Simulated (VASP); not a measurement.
Pd, 1 atom in the cell. The structure is cubic, space group Fm-3m (No. 225). Conventional cell: a = 3.968 Å, b = 3.968 Å, c = 3.968 Å, α = 90.00°, β = 90.00°, γ = 90.00°. Pd (site symmetry m-3m) has 12 Pd at 2.81 Å within 3.7 Å. 

- Program: VASP 6.6.1
- Task: single point
- Functional: revPBE
- Potentials or basis: VASP PAW PBE potentials, release 64 (Pd)
- Cutoff: 520 eV
- k mesh: 12 × 12 × 12
- Occupations: fermi-dirac, width 0.05 eV
- Spin: no spin polarisation
- Dipole correction: no
- Further INCAR settings: ALGO = Normal; EDIFF = 1e-07; NBANDS = 11

Potentials or basis: VASP PAW PBE potentials, release 64 (Pd).

Command:

```sh
$ cat potpaw_PBE.64/Pd/POTCAR > POTCAR
$ mpirun -np 1 vasp_std > vasp.out
```

Hardware: 1 thread of AMD EPYC 7R13 Processor (Zen 3) (shared host).

Q: Estimate the wall time of this run.

A: Run time: 13 s on 1 thread of AMD EPYC 7R13 Processor (Zen 3), on a shared host, peak memory 0.11 GiB. Counts: scf iterations 12, k points 72.
